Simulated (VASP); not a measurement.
# ZnGa2As2 (P-3m1) in VASP: single point with r2SCAN

Aim: the single point of ZnGa2As2 with r2SCAN.

Program: VASP 6.6.1. These are calculated values, not measurements. Logs are shortened: lines on timing, memory, paths and dates and some standing lists are left out, and cuts for length are marked.

## Step 1: The cell of the first run

It takes space group P-3m1 (No. 164, trigonal). The conventional cell has a = 4.166 Å, b = 4.166 Å, c = 6.736 Å, α = 90.00°, β = 90.00°, γ = 120.00°. Within 3.4 Å of Ga (site symmetry 3m) lie 4 As at 2.57 to 2.72 Å and 3 Ga at 3.01 Å. As (site symmetry 3m) has 4 Ga at 2.57 to 2.72 Å and 3 Zn at 2.86 Å within 3.4 Å. Zn (site symmetry -3m) has 6 As at 2.86 Å and 6 Ga at 3.44 Å within 3.8 Å.

## Step 2: Single point, r2SCAN

POSCAR reads:

```
ZnGa2As2
1.0
    4.1655630563      0.0000000000      0.0000000000
   -2.0827815281      3.6074834278      0.0000000000
    0.0000000000      0.0000000000      6.7358233339
Ga As Zn
2 2 1
Direct
    0.3333333333      0.6666666667      0.3656202024
    0.6666666667      0.3333333333      0.6343797976
    0.3333333333      0.6666666667      0.7698379471
    0.6666666667      0.3333333333      0.2301620529
    0.0000000000      0.0000000000      0.0000000000
```

INCAR.step1 reads:

```
ALGO = Normal
EDIFF = 1E-4
ENCUT = 520
GGA = PE
ISMEAR = 1
LASPH = True
LCHARG = False
LREAL = False
LWAVE = True
NBANDS = 32
NELM = 60
PREC = Accurate
SIGMA = 0.0259
```

INCAR.step2 reads:

```
ALGO = Normal
EDIFF = 1E-6
ENCUT = 520
ISIF = 2
ISMEAR = 1
ISTART = 1
LASPH = True
LCHARG = False
LMIXTAU = True
LREAL = False
LWAVE = False
METAGGA = R2SCAN
NBANDS = 32
NELM = 60
PREC = Accurate
SIGMA = 0.0259
```

KPOINTS reads:

```
k-points
0
Gamma
  7 7 4
```

Potentials or basis: VASP PAW PBE potentials, release 64 (Ga_d, As, Zn).

Launch:

```
> cat potpaw_PBE.64/Ga_d/POTCAR potpaw_PBE.64/As/POTCAR potpaw_PBE.64/Zn/POTCAR > POTCAR
> cp INCAR.step1 INCAR
> mpirun -np 1 vasp_std > vasp.out
> cp INCAR.step2 INCAR
> mpirun -np 1 vasp_std > vasp.out
```

OUTCAR:

```text
EDIFF = 1E-6
   ENCUT = 520
   ISIF = 2
   ISMEAR = 1
   ISTART = 1
   LASPH = True
   LREAL = False
   METAGGA = R2SCAN
   NELM = 60
   PREC = Accurate

 ion  position               nearest neighbor table
   1  0.333  0.667  0.366-   4 2.57   4 2.57   4 2.57   3 2.72
   2  0.667  0.333  0.634-   3 2.57   3 2.57   3 2.57   4 2.72
   3  0.333  0.667  0.770-   2 2.57   2 2.57   2 2.57   1 2.72   5 2.86   5 2.86   5 2.86
   4  0.667  0.333  0.230-   1 2.57   1 2.57   1 2.57   2 2.72   5 2.86   5 2.86   5 2.86
   5  0.000  0.000  0.000-   3 2.86   4 2.86   3 2.86   4 2.86   4 2.86   3 2.86

  LATTYP: Found a hexagonal cell.
 ALAT       =     4.1655630563
 C/A-ratio  =     1.6170258961

  Lattice vectors:

 A1 = (   4.1655630563,   0.0000000000,   0.0000000000)
 A2 = (  -2.0827815281,   3.6074834278,   0.0000000000)
 A3 = (   0.0000000000,   0.0000000000,   6.7358233339)

Analysis of symmetry for initial positions (statically):
=====================================================================
 Subroutine PRICEL returns:
 Original cell was already a primitive cell.

 Routine SETGRP: Setting up the symmetry group for a
 hexagonal supercell.

 Subroutine GETGRP returns: Found 12 space group operations
 (whereof 12 operations were pure point group operations)
 out of a pool of 24 trial point group operations.

The static configuration has the point symmetry D_3d.

Analysis of symmetry for dynamics (positions and initial velocities):
=====================================================================
 Subroutine PRICEL returns:
 Original cell was already a primitive cell.

 Routine SETGRP: Setting up the symmetry group for a
 hexagonal supercell.

 Subroutine GETGRP returns: Found 12 space group operations
 (whereof 12 operations were pure point group operations)
 out of a pool of 24 trial point group operations.

The dynamic configuration has the point symmetry D_3d.

 Subroutine INISYM returns: Found 12 space group operations
 (whereof 12 operations are pure point group operations),
 and found     1 'primitive' translations

----------------------------------------------------------------------------------------

                                     Primitive cell

  volume of cell :     101.2206

  direct lattice vectors                    reciprocal lattice vectors
     4.165563056  0.000000000  0.000000000     0.240063585  0.138600775  0.000000000
    -2.082781528  3.607483428  0.000000000     0.000000000  0.277201551  0.000000000
     0.000000000  0.000000000  6.735823334     0.000000000  0.000000000  0.148459951

  length of vectors
     4.165563056  4.165563056  6.735823334     0.277201551  0.277201551  0.148459951

  position of ions in fractional coordinates (direct lattice)
     0.333333333  0.666666667  0.365620202
     0.666666667  0.333333333  0.634379798
     0.333333333  0.666666667  0.769837947
     0.666666667  0.333333333  0.230162053
     0.000000000  0.000000000  0.000000000

  ion indices of the primitive-cell ions
   primitive index   ion index
                 1           1
                 2           2
                 3           3
                 4           4
                 5           5

----------------------------------------------------------------------------------------

 KPOINTS: k-points

Automatic generation of k-mesh.
 Grid dimensions read from file:
 generate k-points for:    7    7    4

 Generating k-lattice:

  Cartesian coordinates                     Fractional coordinates (reciprocal lattice)
     0.034294798  0.019800111  0.000000000     0.142857143  0.000000000  0.000000000
     0.000000000  0.039600222  0.000000000     0.000000000  0.142857143  0.000000000
     0.000000000  0.000000000  0.037114988     0.000000000  0.000000000  0.250000000

  Length of vectors
     0.039600222  0.039600222  0.037114988

  Shift w.r.t. Gamma in fractional coordinates (k-lattice)
     0.000000000  0.000000000  0.000000000

 Subroutine IBZKPT returns following result:
 ===========================================

 Found     28 irreducible k-points:

 Following reciprocal coordinates:
            Coordinates               Weight
  0.000000  0.000000  0.000000      1.000000
  0.142857  0.000000  0.000000      6.000000
  0.285714  0.000000  0.000000      6.000000
  0.428571 -0.000000  0.000000      6.000000
  0.142857  0.142857  0.000000      6.000000
  0.285714  0.142857  0.000000     12.000000
[... 16 lines left out ...]
  0.285714  0.000000  0.500000      6.000000
  0.428571 -0.000000  0.500000      6.000000
 [... further k-points ...]
   k-points           NKPTS =     28   k-points in BZ     NKDIM =     28   number of bands    NBANDS=     32
   number of dos      NEDOS =    301   number of ions     NIONS =      5
   total plane-waves  NPLWV =  51200
   dimension x,y,z NGX =    32 NGY =   32 NGZ =   50
   dimension x,y,z NGXF=    64 NGYF=   64 NGZF=  100
   ions per type =               2   2   1
   NGX,Y,Z   is equivalent  to a cutoff of  12.77, 12.77, 12.34 a.u.
   NGXF,Y,Z  is equivalent  to a cutoff of  25.54, 25.54, 24.68 a.u.
 SYSTEM =  unknown system
   PREC   = accura    normal or accurate (medium, high low for compatibility)
   ISTART =      1    job   : 0-new  1-cont  2-samecut
   ICHARG =      0    charge: 1-file 2-atom 10-const
   ISPIN  =      1    spin polarized calculation?
   LNONCOLLINEAR =      F non collinear calculations
   LSORBIT =      F    spin-orbit coupling
   LASPH  =      T    aspherical Exc in radial PAW
   ENCUT  =  520.0 eV  38.22 Ry    6.18 a.u.   7.75  7.75 12.52*2*pi/ulx,y,z
   NELM   =     60;   NELMIN=  2; NELMDL=  0     # of ELM steps
   EDIFF  = 0.1E-05   stopping-criterion for ELM
   LREAL  =      F    real-space projection
   EDIFFG = 0.1E-04   stopping-criterion for IOM
   NSW    =      0    number of steps for IOM
   IBRION =     -1    ionic relax: 0-MD 1-quasi-New 2-CG
   NFREE  =      0    steps in history (QN), initial steepest desc. (CG)
   ISIF   =      2    stress and relaxation
   ISYM   =      2    0-nonsym 1-usesym 2-fastsym
   POTIM  = 0.5000    time-step for ionic-motion
   TEBEG  =    0.0;   TEEND  =   0.0 temperature during run
   PSTRESS=    0.0 pullay stress
   NELECT =      48.0000    total number of electrons
   NUPDOWN=      -1.0000    fix difference up-down
   EMIN   =  10.00;   EMAX   =-10.00  energy-range for DOS
   EFERMI =   0.00;   METHOD = LEGACY
   ISMEAR =     1;   SIGMA  =   0.03  broadening in eV -4-tet -1-fermi 0-gaus
   EFERMI_NEDOS =   21; number of points for ismear=-14 and -15
   IALGO  =     38    algorithm
   IMIX   =      4    mixing-type and parameters
     AMIX     =   0.40;   BMIX     =  1.00
     AMIX_MAG =   1.60;   BMIX_MAG =  1.00
  volume/ion in A,a.u.               =      20.24       136.61
  Fermi-wavevector in a.u.,A,eV,Ry     =   1.276632  2.412484 22.174623  1.629789
  Thomas-Fermi vector in A             =   2.409277
   LORBIT       =      0    0 simple, 1 ext, 2 COOP (PROOUT), +10 PAW based schemes
   METAGGA = R2SCAN    functional components
   LHFCALC =     F    Hartree Fock is set to
   AEXX    =    0.0000 exact exchange contribution
   IVDW    =     0    specifies the selected vdW correction
   LEPSILON=     F    determine dielectric tensor
   LRPA    =     F    only Hartree local field effects (RPA)
 non-spin polarized calculation
 Methfessel and Paxton  Order N= 1 SIGMA  =   0.03
  energy-cutoff  :      520.00
  volume of cell :      101.22
 maximum number of plane-waves:      2786
 NGX is ok and might be reduce to    32
   NGX = 15   NGY = 15   NGZ = 25

 number of electron      47.9999972 magnetization

 Free energy of the ion-electron system (eV)
  ---------------------------------------------------
  ext. energy  EPLUGINS =         0.00000000
  ---------------------------------------------------
  free energy    TOTEN  =       -61.04635337 eV

  energy without entropy =      -61.04640310  energy(sigma->0) =      -61.04636994

 E-fermi :   4.6167     XC(G=0): -10.9783

 val. band max:        4.6071611520   @ k =   0.0000   0.4286   0.2500
 cond. band min:       4.6738108456   @ k =  -0.1429   0.4286   0.2500
 fundamental gap:      0.0666496935
 Fermi energy:         4.6167369925

 k-point     1 :       0.0000    0.0000    0.0000
  band No.  band energies     occupation
      1     -11.3210      2.00000
      2     -11.2475      2.00000
      3     -11.2475      2.00000
      4     -11.2409      2.00000
      5     -11.2408      2.00000
      6     -11.1530      2.00000
[... 24 lines left out ...]
     31       8.9527      0.00000
     32       9.3410      0.00000

 k-point     2 :       0.1429    0.0000    0.0000
  band No.  band energies     occupation
      1     -11.3187      2.00000
      2     -11.2517      2.00000
      3     -11.2452      2.00000
      4     -11.2415      2.00000
      5     -11.2332      2.00000
      6     -11.1558      2.00000
[... 24 lines left out ...]
     31       9.1055      0.00000
     32      10.1371      0.00000

 k-point     3 :       0.2857    0.0000    0.0000
  band No.  band energies     occupation
      1     -11.3220      2.00000
      2     -11.2615      2.00000
      3     -11.2403      2.00000
      4     -11.2251      2.00000
      5     -11.2142      2.00000
      6     -11.1631      2.00000
[... 24 lines left out ...]
     31       9.8920      0.00000
     32      10.6925      0.00000

 k-point     4 :       0.4286   -0.0000    0.0000
  band No.  band energies     occupation
      1     -11.3330      2.00000
      2     -11.2570      2.00000
      3     -11.2376      2.00000
      4     -11.2059      2.00000
      5     -11.1907      2.00000
      6     -11.1690      2.00000
[... 654 lines left out ...]
     31       9.1081      0.00000
     32       9.9773      0.00000

 k-point    23 :       0.2857    0.0000    0.5000
  band No.  band energies     occupation
      1     -11.3207      2.00000
      2     -11.2585      2.00000
      3     -11.2401      2.00000
      4     -11.2257      2.00000
      5     -11.2146      2.00000
      6     -11.1641      2.00000
[... 24 lines left out ...]
     31      10.3135      0.00000
     32      10.5931      0.00000

 k-point    24 :       0.4286   -0.0000    0.5000
  band No.  band energies     occupation
      1     -11.3309      2.00000
      2     -11.2532      2.00000
      3     -11.2374      2.00000
      4     -11.2062      2.00000
      5     -11.1910      2.00000
      6     -11.1689      2.00000
[... 24 lines left out ...]
     31      10.4797      0.00000
     32      11.8701      0.00000

 [... further k-points ...]
[... 5 lines left out ...]
  --------------------------------------------------------------------------------------
  -------------------------------------------------------------------------------------
  Total        0.0307950      0.0307950      0.0453467      0.0000000      0.0000000      0.0000000
  in kB        0.4874408      0.4874408      0.7177735      0.0000000      0.0000000      0.0000000
  external PRESSURE =       0.5642183 kB  Pullay stress =       0.0000000 kB

 VOLUME and BASIS-vectors are now :
 -----------------------------------------------------------------------------
  energy-cutoff  :      520.00
  volume of cell :      101.22
      direct lattice vectors                 reciprocal lattice vectors
     4.165563056  0.000000000  0.000000000     0.240063585  0.138600775  0.000000000
    -2.082781528  3.607483428  0.000000000     0.000000000  0.277201551  0.000000000
     0.000000000  0.000000000  6.735823334     0.000000000  0.000000000  0.148459951

 POSITION                                       TOTAL-FORCE (eV/Angst)
 -----------------------------------------------------------------------------------
     -0.00000      2.40499      2.46275         0.000000      0.000000      0.014733
      2.08278      1.20249      4.27307        -0.000000      0.000000     -0.014733
     -0.00000      2.40499      5.18549        -0.000000     -0.000000      0.005939
      2.08278      1.20249      1.55033        -0.000000      0.000000     -0.005939
      0.00000      0.00000      0.00000        -0.000000      0.000000      0.000000
 -----------------------------------------------------------------------------------
    total drift:                                0.000000     -0.000000      0.000000

  FREE ENERGIE OF THE ION-ELECTRON SYSTEM (eV)
  ---------------------------------------------------
  free  energy   TOTEN  =       -61.0463533650 eV

  energy  without entropy=      -61.0464031024  energy(sigma->0) =      -61.04636994
```

It took 3.1 min on 1 thread of Intel Xeon 6975P-C, shared host; peak memory 0.28 GiB.

Results:

| Property | Result |
| --- | --- |
| Free energy | -61.0464 eV |
| Pressure | 0.1 GPa |
| Largest force | 0.015 eV/Å |
| Band gap on the k mesh | zero (band 24 reaches 4.94 eV, above the bottom of band 25 at 3.71 eV) |

Forces in eV/Å, atoms in the order of the input:
```
Ga   0.000  0.000  0.015
Ga   0.000  0.000 -0.015
As   0.000  0.000  0.006
As   0.000  0.000 -0.006
Zn   0.000  0.000  0.000
```

Caveat: the PAW data sets were made with another functional, which shifts forces and pressure a little.
